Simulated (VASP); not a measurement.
Crystal: AlV2N3.

```
Al V N
1.0
     3.27050    0.00000    0.00000
    -1.63525    2.83234    0.00000
     0.00000    0.00000    8.01105
Al V N
1 2 3
Direct
  0.00000 0.00000 0.50000
  0.66667 0.33333 0.83333
  0.33333 0.66667 0.16667
  0.33333 0.66667 0.66667
  0.66667 0.33333 0.33333
  0.00000 0.00000 0.00000
```

```yaml
Program: VASP 6.6.1
Task: relaxation of cell and atoms
Functional: PBE
Potentials_or_basis: VASP PAW PBE potentials, release 64 (Al, V_sv, N)
Cutoff: 600 eV
k_mesh: 6 × 6 × 2
Occupations: gaussian, width 0.1 eV
Spin: collinear spin, antiferromagnetic start
Starting_moments: "[0.0, 2.0, -2.0, 0.0, 0.0, 0.0] μB"
```

At the start: pressure -42.6 GPa; volume 12.37 Å³/atom.

Question: How do energy, volume and symmetry change on relaxing?

Answer: Over 9 steps the energy falls by 685.2 meV/atom and the volume is 8.69 Å³/atom (-29.8 %); space group P-3m1 (No. 164, to 0.1 Å) before and after; moment 0.00 μB per cell.

The path:
```csv
step,energy change (eV),largest force (eV/Å),pressure (GPa),volume (Å³)
1,0.0000,0.9531,-42.61,74.21
2,-2.5881,1.5928,68.30,44.19
3,-3.9938,1.3123,-3.03,52.72
4,-4.0037,1.3338,0.40,52.08
5,-4.0028,1.3465,2.64,51.69
6,-4.0632,0.7513,5.28,51.31
7,-4.1032,0.0386,3.86,51.46
8,-4.1032,0.0484,-3.70,52.80
9,-4.1112,0.0071,-0.02,52.13
```

Final structure:
```
CELL_PARAMETERS angstrom
2.88640 0.00000 0.00000
-1.44320 2.49970 0.00000
0.00000 0.00000 7.22445
ATOMIC_POSITIONS crystal
Al 0.00000 0.00000 0.50000
V 0.66667 0.33333 0.84160
V 0.33333 0.66667 0.15840
N 0.33333 0.66667 0.65850
N 0.66667 0.33333 0.34150
N 0.00000 0.00000 0.00000
```

Caveat: the k points lie up to 0.43 Å⁻¹ apart in the final cell, too coarse for converged energies and pressures of a metal; the volume moved by over 15 % at a fixed basis, so the end points are rough; the moments typed at the start vanished in this run.
